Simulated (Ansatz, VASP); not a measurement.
**One calculation of NiO2, two programs**

```xyz
3
Lattice="2.8039 0.0000 0.0000 -1.4019 2.4282 0.0000 0.0000 0.0000 4.0838" Properties=species:S:1:pos:R:3 pbc="T T T"
Ni    0.0000    0.0000    2.0419
O     1.4019    0.8094    3.0318
O     0.0000    1.6188    1.0520
```

Alike in both runs: task single point; functional LDA; k mesh 12 × 12 × 6; occupations gaussian, width 0.05 eV; no spin polarisation.

|  | VASP | Ansatz |
| --- | --- | --- |
| version | VASP 6.6.1 | Ansatz 0.2.0 |
| potentials or method | VASP PAW LDA potentials, release 64 (Ni_sv_GW, O), cutoff 700 eV | scalar-relativistic, plane waves, PAW |
| valence electrons in the cell | 30 | 30 |

```csv
,VASP,Ansatz,Ansatz less VASP
gap on the k mesh at the Fermi level (eV),0.52,0.54,+0.012
least direct gap on the mesh (eV),0.66,0.67,+0.009
pressure (GPa),-15.8,-16.4,-0.66
"traceless stress, the component that is largest in VASP (GPa)",-0.65,-0.02,+0.623
rms of the force components (eV/Å),0.721,0.766,+0.0453
```

LDA's correlation is that of Perdew and Zunger in VASP and of Perdew and Wang (1992) in Ansatz. Atom by atom the forces differ by 0.045 eV/Å (rms over components).
